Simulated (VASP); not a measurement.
TaTi3:

```
Ti Ta
1.0
     0.00000    3.26653    3.26653
     3.26653    0.00000    3.26653
     3.26653    3.26653    0.00000
Ti Ta
3 1
Cartesian
  1.6333 1.6333 1.6333
  4.8998 4.8998 4.8998
  3.2665 3.2665 3.2665
  0.0000 0.0000 0.0000
```

Base run:

| Item | Value |
| --- | --- |
| Program | VASP 6.6.1 |
| Functional | PBEsol |
| Potentials or basis | VASP PAW PBE potentials, release 64 (Ti_sv, Ta_pv) |
| Cutoff | 500 eV |
| k mesh | 7 × 7 × 7 |
| Occupations | gaussian, width 0.01 eV |
| Spin | no spin polarisation |

Its results: pressure -5.1 GPa.

The run is repeated on the same cell with these changes: k mesh from 7 × 7 × 7 to 4 × 4 × 4. What comes out?

Pressure -5.6 GPa.

Caveats: some runs use coarse meshes; the PAW data sets were made with another functional, which shifts forces and pressure a little.
